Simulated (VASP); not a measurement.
Here is a VASP 6.6.1 calculation.

File POSCAR:

```
SbPt
1.0
    4.2134965218      0.0000000000      0.0000000000
   -2.1067482609      3.6489950267      0.0000000000
    0.0000000000      0.0000000000      5.6480027799
Sb Pt
2 2
Direct
    0.3333333333      0.6666666667      0.2500000000
    0.6666666667      0.3333333333      0.7500000000
    0.0000000000      0.0000000000      0.0000000000
    0.0000000000      0.0000000000      0.5000000000
```

INCAR.step1

```
PREC = Accurate ; ENCUT = 600
ISMEAR = 0 ; SIGMA = 0.05
LREAL = False ; LASPH = True
NELM = 100 ; GGA = PE
ALGO = Normal ; EDIFF = 1E-4
LWAVE = True ; LCHARG = False
```

INCAR.step2

```
PREC = Accurate ; ENCUT = 600
EDIFF = 1E-6 ; ISMEAR = 0
SIGMA = 0.05 ; LREAL = False
LASPH = True ; NELM = 100
ALGO = Normal ; ISIF = 4
LWAVE = False ; LCHARG = False
METAGGA = R2SCAN ; LMIXTAU = True
IBRION = 2 ; NSW = 60
EDIFFG = -0.01 ; ISTART = 1
```

File KPOINTS:

```
Automatic mesh
0
Gamma
  6 6 4
```

Potentials or basis: VASP PAW PBE potentials, release 64 (Sb, Pt).

Launch:

```console
$ cat potpaw_PBE.64/Sb/POTCAR potpaw_PBE.64/Pt/POTCAR > POTCAR
$ cp INCAR.step1 INCAR
$ mpirun -np 1 vasp_std > vasp.out
$ cp INCAR.step2 INCAR
$ mpirun -np 1 vasp_std > vasp.out
```

Predict the band gap on the k mesh.

zero (bands 15 and 16 overlap by 4.03 eV).

Stress tensor (GPa, compression positive):
```
-5.13  0.00  0.00
 0.00 -5.13  0.00
 0.00  0.00 -5.04
```

Caveat: the PAW data sets were made with another functional, which shifts forces and pressure a little; spin-orbit coupling is left out, which moves the levels of the heavy elements.
